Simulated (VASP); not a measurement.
A run of VASP 6.6.1 is set up as follows.

POSCAR

```
MgI2
1.0
    4.1572130612      0.0000000000      0.0000000000
   -2.0786065306      3.6002521199      0.0000000000
    0.0000000000      0.0000000000      6.8733253065
Mg I
1 2
Direct
    0.0000000000      0.0000000000      0.0000000000
    0.3333333333      0.6666666667      0.2426220900
    0.6666666667      0.3333333333      0.7573779100
```

Contents of INCAR.step1:

```
SYSTEM = MgI2
PREC = Accurate
ENCUT = 660
ISMEAR = 0
SIGMA = 0.001
LREAL = .False.
LASPH = .True.
NELM = 120
NBANDS = 15
GGA = PE
ALGO = Normal
EDIFF = 1E-5
LWAVE = .True.
LCHARG = .False.
GGA_COMPAT = .False.
```

The input INCAR.step2:

```
SYSTEM = MgI2
PREC = Accurate
ENCUT = 660
EDIFF = 1E-6
ISMEAR = 0
SIGMA = 0.001
LREAL = .False.
LASPH = .True.
NELM = 120
ALGO = Normal
ISIF = 2
LWAVE = .False.
LCHARG = .False.
METAGGA = R2SCAN
LMIXTAU = .True.
NBANDS = 15
ISTART = 1
GGA_COMPAT = .False.
```

KPOINTS

```
Automatic mesh
0
Gamma
  6 6 4
  0 0 0
```

Potentials or basis: VASP PAW PBE potentials, release 64 (Mg, I).

Launch:

```bash
$ cat potpaw_PBE.64/Mg/POTCAR potpaw_PBE.64/I/POTCAR > POTCAR
$ cp INCAR.step1 INCAR
$ mpirun -np 1 vasp_std > vasp.out
$ cp INCAR.step2 INCAR
$ mpirun -np 1 vasp_std > vasp.out
```

(1) Predict the pressure.

(2) Estimate the largest force.

(3) What does it give for the band gap on the k mesh?

Answers

(1) 0.5 GPa.

(2) 0.044 eV/Å.

(3) 4.10 eV, indirect (least direct gap 4.48 eV).

Caveat: the PAW data sets were made with another functional, which shifts forces and pressure a little; spin-orbit coupling is left out, which moves the levels of the heavy elements.
